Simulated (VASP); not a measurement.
Wanted: the native input for a VASP 6.6.1 run.

* Task: single point
* Functional: PBE
* Potentials or basis: VASP PAW PBE potentials, release 64 (Se)
* Cutoff: 520 eV
* k mesh: 6 × 6 × 5
* Occupations: fermi-dirac, width 0.03 eV
* Spin: no spin polarisation
* Dipole correction: no
* Further INCAR settings: ALGO = Normal; EDIFF = 1e-07; NBANDS = 16

The structure of Se lies in POSCAR:

```
Se
1.0
    4.3661999489      0.0218309997      0.0218309997
   -2.1641937741      3.7703245739      0.0079907005
    0.0247680000      0.0247680000      4.9536000000
Se
3
Direct
    0.2254000000      0.0000000000      0.3333333333
    0.0000000000      0.2254000000      0.6666666667
    0.7746000000      0.7746000000      0.0000000000
```

This cell differs from its parent crystal: equal xy, yz and zx shear strains of +1 %.

These files were run (other wordings do the same):

INCAR

```
SYSTEM = Se
  PREC = Accurate
  ENCUT = 520
  EDIFF = 1E-7
  ISMEAR = -1
  SIGMA = 0.03
  LREAL = .FALSE.
  LASPH = .TRUE.
  NELM = 60
  ALGO = Normal
  ISIF = 2
  LWAVE = .FALSE.
  LCHARG = .FALSE.
  GGA = PE
  NBANDS = 16
```

KPOINTS

```
regular mesh
0
G
  6 6 5
  0 0 0
```

Potentials or basis: VASP PAW PBE potentials, release 64 (Se).

Launch:

```sh
$ cat potpaw_PBE.64/Se/POTCAR > POTCAR
$ mpirun -np 1 vasp_std > vasp.out
```

It gave:

```yaml
Pressure: 2.9 GPa
Largest_force: 0.531 eV/Å
Band_gap_on_the_k_mesh: 1.25 eV, indirect (least direct gap 1.49 eV)
```

Caveat: the cell differs from its parent crystal (equal xy, yz and zx shear strains of +1 %).

Run time: 2.7 min on 1 thread of AMD EPYC 7R13 Processor (Zen 3) (shared host), peak memory 0.21 GiB.
